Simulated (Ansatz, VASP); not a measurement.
Bi: VASP beside Ansatz

```
Bi
1.0
     4.87899    0.00000    0.00000
     0.00000    4.87899    0.00000
     0.00000    0.00000    4.87899
Bi
3
Direct
  0.00000 0.50000 0.50000
  0.50000 0.00000 0.50000
  0.50000 0.50000 0.00000
```

Alike in both runs: task relaxation of cell and atoms; functional PBE; k mesh 4 × 4 × 4; occupations gaussian, width 0.1 eV; no spin polarisation.

|  | VASP | Ansatz |
| --- | --- | --- |
| version | VASP 6.6.1 | Ansatz 0.2.0 |
| potentials or method | VASP PAW PBE potentials, release 64 (Bi_d), cutoff 600 eV | scalar-relativistic, plane waves, PAW |
| valence electrons in the cell | 45 | 45 |

VASP gave:

* gap on the k mesh at the Fermi level, each at its own relaxed structure (eV): none
* relaxed volume (Å³/atom): 36.97
* relaxed cell length with the largest relative difference (Å): 4.804

Problem. What did Ansatz give for the same quantities?

Solution. gap on the k mesh at the Fermi level, each at its own relaxed structure (eV): none; relaxed volume (Å³/atom): 37.02; relaxed cell length with the largest relative difference (Å): 4.807.

A gap of «none» marks a metal or a gap that the smearing closes.

Spin-orbit coupling is off throughout.
